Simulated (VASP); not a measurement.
# InSi26C27 (a cell with a defect) in VASP: single point with PBE

Aim: the single point of InSi26C27 (a cell with a defect) with PBE.

Everything below comes from runs of VASP 6.6.1. Logs are shortened: lines on timing, memory, paths and dates and some standing lists are left out, and cuts for length are marked.

### Step 1. The cell of the first run

The cell holds a defect, 54 atoms: a = 9.245 Å, b = 9.245 Å, c = 9.245 Å, α = 60.00°, β = 60.00°, γ = 60.00°.

### Step 2. Single point, PBE

INCAR reads:

```
SYSTEM = InSi26C27
  PREC = Accurate
  ENCUT = 520
  EDIFF = 1E-6
  ISMEAR = -1
  SIGMA = 0.01
  LREAL = Auto
  LASPH = .TRUE.
  NELM = 80
  ALGO = Normal
  ISIF = 2
  LWAVE = .FALSE.
  LCHARG = .FALSE.
  GGA = PE
  NBANDS = 146
  NELECT = 226.0
```

KPOINTS reads:

```
Automatic mesh
0
G
  3 3 3
  0 0 0
```

POSCAR reads:

```
InSi26C27
1.0
    0.0000000000      6.5370000000      6.5370000000
    6.5370000000      0.0000000000      6.5370000000
    6.5370000000      6.5370000000      0.0000000000
In Si C
1 26 27
Direct
    0.0000000000      0.0000000000      0.0000000000
    0.0014969517      0.0014969517      0.3336270888
    0.0014969517      0.0014969517      0.6633790079
    0.0014969517      0.3336270888      0.0014969517
    0.0009230140      0.3330256620      0.3330256620
    0.0014969517      0.3336270888      0.6633790079
    0.0014969517      0.6633790079      0.0014969517
    0.0014969517      0.6633790079      0.3336270888
    0.0002806361      0.6665731213      0.6665731213
    0.3336270888      0.0014969517      0.0014969517
    0.3330256620      0.0009230140      0.3330256620
    0.3336270888      0.0014969517      0.6633790079
    0.3330256620      0.3330256620      0.0009230140
    0.3330256620      0.3330256620      0.3330256620
    0.3329931938      0.3329931938      0.6670068062
    0.3336270888      0.6633790079      0.0014969517
    0.3329931938      0.6670068062      0.3329931938
    0.3329931938      0.6670068062      0.6670068062
    0.6633790079      0.0014969517      0.0014969517
    0.6633790079      0.0014969517      0.3336270888
    0.6665731213      0.0002806361      0.6665731213
    0.6633790079      0.3336270888      0.0014969517
    0.6670068062      0.3329931938      0.3329931938
    0.6670068062      0.3329931938      0.6670068062
    0.6665731213      0.6665731213      0.0002806361
    0.6670068062      0.6670068062      0.3329931938
    0.6665731213      0.6665731213      0.6665731213
    0.0928059953      0.0928059953      0.0928059953
    0.0830643786      0.0830643786      0.4169356214
    0.0928059953      0.0928059953      0.7215820142
    0.0830643786      0.4169356214      0.0830643786
    0.0830643786      0.4169356214      0.4169356214
    0.0830614283      0.4164403410      0.7502491154
    0.0928059953      0.7215820142      0.0928059953
    0.0830614283      0.7502491154      0.4164403410
    0.0830614283      0.7502491154      0.7502491154
    0.4169356214      0.0830643786      0.0830643786
    0.4169356214      0.0830643786      0.4169356214
    0.4164403410      0.0830614283      0.7502491154
    0.4169356214      0.4169356214      0.0830643786
    0.4166411236      0.4166411236      0.4166411236
    0.4166411236      0.4166411236      0.7500766292
    0.4164403410      0.7502491154      0.0830614283
    0.4166411236      0.7500766292      0.4166411236
    0.4164403410      0.7502491154      0.7502491154
    0.7215820142      0.0928059953      0.0928059953
    0.7502491154      0.0830614283      0.4164403410
    0.7502491154      0.0830614283      0.7502491154
    0.7502491154      0.4164403410      0.0830614283
    0.7500766292      0.4166411236      0.4166411236
    0.7502491154      0.4164403410      0.7502491154
    0.7502491154      0.7502491154      0.0830614283
    0.7502491154      0.7502491154      0.4164403410
    0.7500000000      0.7500000000      0.7500000000
```

Potentials or basis: VASP PAW PBE potentials, release 64 (In_d, Si, C).

Started as:

```console
$ cat potpaw_PBE.64/In_d/POTCAR potpaw_PBE.64/Si/POTCAR potpaw_PBE.64/C/POTCAR > POTCAR
$ mpirun -np 1 vasp_std > vasp.out
```

OUTCAR:

```text
SYSTEM = InSi26C27
   PREC = Accurate
   ENCUT = 520
   EDIFF = 1E-6
   ISMEAR = -1
   LREAL = Auto
   LASPH = .TRUE.
   NELM = 80
   ISIF = 2
   GGA = PE
   NELECT = 226.0

 ion  position               nearest neighbor table
   1  0.000  0.000  0.000-  30 2.10  34 2.10  46 2.10  28 2.10   7 3.10  19 3.10   3 3.10  16 3.10
                            22 3.10   6 3.10   8 3.10  20 3.10  12 3.10   4 3.10   2 3.10  10 3.10
   2  0.001  0.001  0.334-  28 1.83  29 1.86  35 1.90  47 1.90   3 3.05   5 3.06  11 3.06  10 3.07
                             4 3.07  17 3.08  23 3.08  21 3.09   9 3.09   1 3.10   8 3.13  20 3.13
   3  0.001  0.001  0.663-  30 1.83  29 1.86  36 1.90  48 1.90   2 3.05   5 3.06  11 3.06   6 3.07
                            12 3.07  18 3.08  24 3.08  21 3.09   9 3.09   1 3.10   7 3.13  19 3.13
   4  0.001  0.334  0.001-  28 1.83  31 1.86  33 1.90  49 1.90   7 3.05   5 3.06  13 3.06  10 3.07
                             2 3.07  15 3.08  23 3.08   9 3.09  25 3.09   1 3.10   6 3.13  22 3.13
   5  0.001  0.333  0.333-  29 1.89  31 1.89  32 1.89  50 1.89   4 3.06   2 3.06   3 3.06   7 3.06
                             6 3.06   8 3.06  13 3.07  14 3.07  11 3.07  23 3.09  26 3.09  24 3.09
   6  0.001  0.334  0.663-  30 1.83  32 1.86  51 1.90  33 1.90   8 3.05  14 3.06   5 3.06  12 3.07
                             3 3.07  15 3.08  24 3.08   9 3.09  27 3.09   1 3.10   4 3.13  22 3.13
   7  0.001  0.663  0.001-  34 1.83  31 1.86  36 1.90  52 1.90   4 3.05   5 3.06  13 3.06   8 3.07
                            16 3.07  18 3.08  26 3.08  25 3.09   9 3.09   1 3.10   3 3.13  19 3.13
   8  0.001  0.663  0.334-  34 1.83  32 1.86  53 1.90  35 1.90   6 3.05  14 3.06   5 3.06   7 3.07
                            16 3.07  17 3.08  26 3.08   9 3.09  27 3.09   1 3.10   2 3.13  20 3.13
   9  0.000  0.667  0.667-  33 1.89  35 1.89  36 1.89  54 1.89  15 3.08  17 3.08  18 3.08  25 3.09
[... 62 lines left out ...]
  53  0.750  0.750  0.416-  26 1.89  27 1.89   8 1.90  20 1.90
  54  0.750  0.750  0.750-   9 1.89  21 1.89  25 1.89  27 1.89

  LATTYP: Found a face centered cubic cell.
 ALAT       =    13.0740000000

  Lattice vectors:

 A1 = (   0.0000000000,   6.5370000000,   6.5370000000)
 A2 = (   6.5370000000,   0.0000000000,   6.5370000000)
 A3 = (   6.5370000000,   6.5370000000,   0.0000000000)

Analysis of symmetry for initial positions (statically):
=====================================================================
 Subroutine PRICEL returns:
 Original cell was already a primitive cell.

 Routine SETGRP: Setting up the symmetry group for a
 face centered cubic supercell.

 Subroutine GETGRP returns: Found 24 space group operations
 (whereof 24 operations were pure point group operations)
 out of a pool of 48 trial point group operations.

The static configuration has the point symmetry T_d .

Analysis of symmetry for dynamics (positions and initial velocities):
=====================================================================
 Subroutine PRICEL returns:
 Original cell was already a primitive cell.

 Routine SETGRP: Setting up the symmetry group for a
 face centered cubic supercell.

 Subroutine GETGRP returns: Found 24 space group operations
 (whereof 24 operations were pure point group operations)
 out of a pool of 48 trial point group operations.

The dynamic configuration has the point symmetry T_d .

 Subroutine INISYM returns: Found 24 space group operations
 (whereof 24 operations are pure point group operations),
 and found     1 'primitive' translations

----------------------------------------------------------------------------------------

                                     Primitive cell

  volume of cell :     558.6830

  direct lattice vectors                    reciprocal lattice vectors
     0.000000000  6.537000000  6.537000000    -0.076487685  0.076487685  0.076487685
     6.537000000  0.000000000  6.537000000     0.076487685 -0.076487685  0.076487685
     6.537000000  6.537000000  0.000000000     0.076487685  0.076487685 -0.076487685

  length of vectors
     9.244714057  9.244714057  9.244714057     0.132480557  0.132480557  0.132480557

  position of ions in fractional coordinates (direct lattice)
     0.000000000  0.000000000  0.000000000
     0.001496952  0.001496952  0.333627089
     0.001496952  0.001496952  0.663379008
     0.001496952  0.333627089  0.001496952
     0.000923014  0.333025662  0.333025662
     0.001496952  0.333627089  0.663379008
[... 46 lines left out ...]
     0.750249115  0.750249115  0.416440341
     0.750000000  0.750000000  0.750000000

  ion indices of the primitive-cell ions
   primitive index   ion index
                 1           1
                 2           2
                 3           3
                 4           4
                 5           5
                 6           6
[... 46 lines left out ...]
                53          53
                54          54

----------------------------------------------------------------------------------------

 KPOINTS: Automatic mesh

Automatic generation of k-mesh.
 Grid dimensions read from file:
 generate k-points for:    3    3    3

 Generating k-lattice:

  Cartesian coordinates                     Fractional coordinates (reciprocal lattice)
    -0.025495895  0.025495895  0.025495895     0.333333333  0.000000000  0.000000000
     0.025495895 -0.025495895  0.025495895     0.000000000  0.333333333  0.000000000
     0.025495895  0.025495895 -0.025495895     0.000000000  0.000000000  0.333333333

  Length of vectors
     0.044160186  0.044160186  0.044160186

  Shift w.r.t. Gamma in fractional coordinates (k-lattice)
     0.000000000  0.000000000  0.000000000

 Subroutine IBZKPT returns following result:
 ===========================================

 Found      4 irreducible k-points:

 Following reciprocal coordinates:
            Coordinates               Weight
  0.000000  0.000000  0.000000      1.000000
  0.333333  0.000000  0.000000      8.000000
  0.333333  0.333333  0.000000      6.000000
 -0.333333  0.333333  0.000000     12.000000
   k-points           NKPTS =      4   k-points in BZ     NKDIM =      4   number of bands    NBANDS=    146
   number of dos      NEDOS =    301   number of ions     NIONS =     54
   total plane-waves  NPLWV = 343000
   dimension x,y,z NGX =    70 NGY =   70 NGZ =   70
   dimension x,y,z NGXF=   140 NGYF=  140 NGZF=  140
   ions per type =               1  26  27
   NGX,Y,Z   is equivalent  to a cutoff of  12.59, 12.59, 12.59 a.u.
   NGXF,Y,Z  is equivalent  to a cutoff of  25.18, 25.18, 25.18 a.u.
 SYSTEM =  InSi26C27
   PREC   = accura    normal or accurate (medium, high low for compatibility)
   ISTART =      0    job   : 0-new  1-cont  2-samecut
   ICHARG =      2    charge: 1-file 2-atom 10-const
   ISPIN  =      1    spin polarized calculation?
   LNONCOLLINEAR =      F non collinear calculations
   LSORBIT =      F    spin-orbit coupling
   LASPH  =      T    aspherical Exc in radial PAW
   ENCUT  =  520.0 eV  38.22 Ry    6.18 a.u.  17.19 17.19 17.19*2*pi/ulx,y,z
   NELM   =     80;   NELMIN=  2; NELMDL= -5     # of ELM steps
   EDIFF  = 0.1E-05   stopping-criterion for ELM
   LREAL  =      T    real-space projection
   EDIFFG = 0.1E-04   stopping-criterion for IOM
   NSW    =      0    number of steps for IOM
   IBRION =     -1    ionic relax: 0-MD 1-quasi-New 2-CG
   NFREE  =      0    steps in history (QN), initial steepest desc. (CG)
   ISIF   =      2    stress and relaxation
   ISYM   =      2    0-nonsym 1-usesym 2-fastsym
   POTIM  = 0.5000    time-step for ionic-motion
   TEBEG  =    0.0;   TEEND  =   0.0 temperature during run
   PSTRESS=    0.0 pullay stress
   NELECT =     226.0000    total number of electrons
   NUPDOWN=      -1.0000    fix difference up-down
   EMIN   =  10.00;   EMAX   =-10.00  energy-range for DOS
   EFERMI =   0.00;   METHOD = LEGACY
   ISMEAR =    -1;   SIGMA  =   0.01  broadening in eV -4-tet -1-fermi 0-gaus
   EFERMI_NEDOS =   21; number of points for ismear=-14 and -15
   IALGO  =     38    algorithm
   IMIX   =      4    mixing-type and parameters
     AMIX     =   0.40;   BMIX     =  1.00
     AMIX_MAG =   1.60;   BMIX_MAG =  1.00
  volume/ion in A,a.u.               =      10.35        69.82
  Fermi-wavevector in a.u.,A,eV,Ry     =   1.210754  2.287993 19.945116  1.465925
  Thomas-Fermi vector in A             =   2.346291
   LORBIT       =      0    0 simple, 1 ext, 2 COOP (PROOUT), +10 PAW based schemes
   GGA     = PE    functional components
   LHFCALC =     F    Hartree Fock is set to
   AEXX    =    0.0000 exact exchange contribution
   IVDW    =     0    specifies the selected vdW correction
   LEPSILON=     F    determine dielectric tensor
   LRPA    =     F    only Hartree local field effects (RPA)
 non-spin polarized calculation
  energy-cutoff  :      520.00
  volume of cell :      558.68
 maximum number of plane-waves:     15070
 NGX is ok and might be reduce to    70
   NGX = 35   NGY = 35   NGZ = 35

 number of electron     226.0000001 magnetization

 Free energy of the ion-electron system (eV)
  ---------------------------------------------------
  ext. energy  EPLUGINS =         0.00000000
  ---------------------------------------------------
  free energy    TOTEN  =      -390.30321267 eV

  energy without entropy =     -390.30321267  energy(sigma->0) =     -390.30321267

 E-fermi :   8.9049     XC(G=0): -11.4376

 val. band max:        8.6773111918   @ k =   0.0000   0.0000   0.0000
 cond. band min:       9.8183586235   @ k =   0.3333   0.3333   0.0000
 fundamental gap:      1.1410474317
 Fermi energy:         8.9049201009

 k-point     1 :       0.0000    0.0000    0.0000
  band No.  band energies     occupation
      1      -7.1944      2.00000
      2      -5.4688      2.00000
      3      -5.4688      2.00000
      4      -5.4688      2.00000
      5      -5.1869      2.00000
      6      -5.1357      2.00000
[... 501 lines left out ...]
    124      13.3287      0.00000
    125      13.3395      0.00000
 [bands above 125 left out]

------------------------ aborting loop because EDIFF is reached ----------------------------------------

  FORCE on cell =-STRESS in cart. coord.  units (eV):
  Direction    XX          YY          ZZ          XY          YZ          ZX
  --------------------------------------------------------------------------------------
  -------------------------------------------------------------------------------------
  Total       37.6584313     37.6584313     37.6584313     -0.0000000      0.0000000      0.0000000
  in kB      107.9959221    107.9959221    107.9959221     -0.0000000      0.0000000      0.0000000
  external PRESSURE =     107.9959221 kB  Pullay stress =       0.0000000 kB

 VOLUME and BASIS-vectors are now :
 -----------------------------------------------------------------------------
  energy-cutoff  :      520.00
  volume of cell :      558.68
      direct lattice vectors                 reciprocal lattice vectors
     0.000000000  6.537000000  6.537000000    -0.076487685  0.076487685  0.076487685
     6.537000000  0.000000000  6.537000000     0.076487685 -0.076487685  0.076487685
     6.537000000  6.537000000  0.000000000     0.076487685  0.076487685 -0.076487685

 POSITION                                       TOTAL-FORCE (eV/Angst)
 -----------------------------------------------------------------------------------
      0.00000      0.00000      0.00000        -0.000000     -0.000000     -0.000000
      2.19071      2.19071      0.01957         0.000862      0.000862      0.007231
      4.34629      4.34629      0.01957        -0.000862     -0.000862      0.007231
      2.19071      0.01957      2.19071         0.000862      0.007231      0.000862
      4.35398      2.18302      2.18302        -0.002021      0.002021      0.002021
      6.51743      4.34629      2.19071        -0.007231     -0.000862      0.000862
[... 46 lines left out ...]
      7.62665      7.62665      9.80876         0.002005      0.002005      0.008267
      9.80550      9.80550      9.80550        -0.000000     -0.000000     -0.000000
 -----------------------------------------------------------------------------------
    total drift:                               -0.000001     -0.000001     -0.000001

  FREE ENERGIE OF THE ION-ELECTRON SYSTEM (eV)
  ---------------------------------------------------
  free  energy   TOTEN  =      -390.3032126676 eV

  energy  without entropy=     -390.3032126676  energy(sigma->0) =     -390.30321267
```

It took 22 min on 1 thread of Intel Xeon 8259CL, shared host; peak memory 0.8 GiB.

Results:

- Free energy: -390.3032 eV
- Largest force: 0.021 eV/Å

Forces in eV/Å, atoms in the order of the input:
```
In   0.000  0.000  0.000
Si   0.001  0.001  0.007
Si  -0.001 -0.001  0.007
Si   0.001  0.007  0.001
Si  -0.002  0.002  0.002
Si  -0.007 -0.001  0.001
Si  -0.001  0.007 -0.001
Si  -0.007  0.001 -0.001
Si   0.002 -0.002 -0.002
Si   0.007  0.001  0.001
Si   0.002 -0.002  0.002
Si  -0.001 -0.007  0.001
Si   0.002  0.002 -0.002
Si  -0.002 -0.002 -0.002
Si   0.000  0.000 -0.005
Si  -0.001  0.001 -0.007
Si   0.000 -0.005  0.000
Si   0.005  0.000  0.000
Si   0.007 -0.001 -0.001
Si   0.001 -0.007 -0.001
Si  -0.002  0.002 -0.002
Si   0.001 -0.001 -0.007
Si  -0.005  0.000  0.000
Si   0.000  0.005  0.000
Si  -0.002 -0.002  0.002
Si   0.000  0.000  0.005
Si   0.002  0.002  0.002
C   -0.004 -0.004 -0.004
C    0.000  0.000 -0.021
C    0.004  0.004 -0.004
C    0.000 -0.021  0.000
C    0.021  0.000  0.000
C    0.002 -0.002 -0.008
C    0.004 -0.004  0.004
C    0.002 -0.008 -0.002
C    0.008 -0.002 -0.002
C   -0.021  0.000  0.000
C    0.000  0.021  0.000
C   -0.002  0.002 -0.008
C    0.000  0.000  0.021
C   -0.002 -0.002 -0.002
C    0.002  0.002 -0.002
C   -0.002 -0.008  0.002
C    0.002 -0.002  0.002
C    0.008  0.002  0.002
C   -0.004  0.004  0.004
C   -0.008  0.002 -0.002
C   -0.002  0.008 -0.002
C   -0.008 -0.002  0.002
C   -0.002  0.002  0.002
C    0.002  0.008  0.002
C   -0.002 -0.002  0.008
C    0.002  0.002  0.008
C    0.000  0.000  0.000
```

Caveat: the cell carries a net charge on a neutralising background, which shifts energy and pressure; the cell is charged against a uniform background, so pressure and absolute levels hang on convention; spin-orbit coupling is left out, which moves the levels of the heavy elements.
